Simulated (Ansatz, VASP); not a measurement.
## CO2: VASP beside Ansatz

```
C O
1.0
     4.22721    0.00000    0.00000
     0.00000    4.22721    0.00000
     0.00000    0.00000    4.68777
C O
2 4
Direct
  0.50000 0.50000 0.50000
  0.00000 0.00000 0.00000
  0.30483 0.69517 0.50000
  0.69517 0.30483 0.50000
  0.19517 0.19517 0.00000
  0.80483 0.80483 0.00000
```

Alike in both runs: task electric field gradients; functional PBE; k mesh 8 × 8 × 7; occupations fermi-dirac, width 0.01 eV; no spin polarisation.

|  | VASP | Ansatz |
| --- | --- | --- |
| version | VASP 6.6.1 | Ansatz 0.2.0 |
| potentials or method | VASP PAW PBE potentials, release 64 (C, O) | plane-wave PAW, scalar-relativistic |
| plane-wave cutoff (eV) | 520 | 420 |
| valence electrons in the cell | 32 | 32 |

VASP gave:

* gap on the k mesh at the Fermi level (eV): 6.57
* pressure (GPa): 4.1
* traceless stress, the component that is largest in VASP (GPa): -2.35
* rms of the force components (eV/Å): 0.368
* size of Vzz on the site where it differs most (V/Å²): 49.8

Problem. Estimate Ansatz's values.

Solution. gap on the k mesh at the Fermi level (eV): 6.59; pressure (GPa): 2.5; traceless stress, the component that is largest in VASP (GPa): -0.45; rms of the force components (eV/Å): 0.065; size of Vzz on the site where it differs most (V/Å²): 29.1.

Atom by atom the forces differ by 0.303 eV/Å (rms over components).

Noted on VASP's run: the standard files for N, O and F lose accuracy on very short bonds.
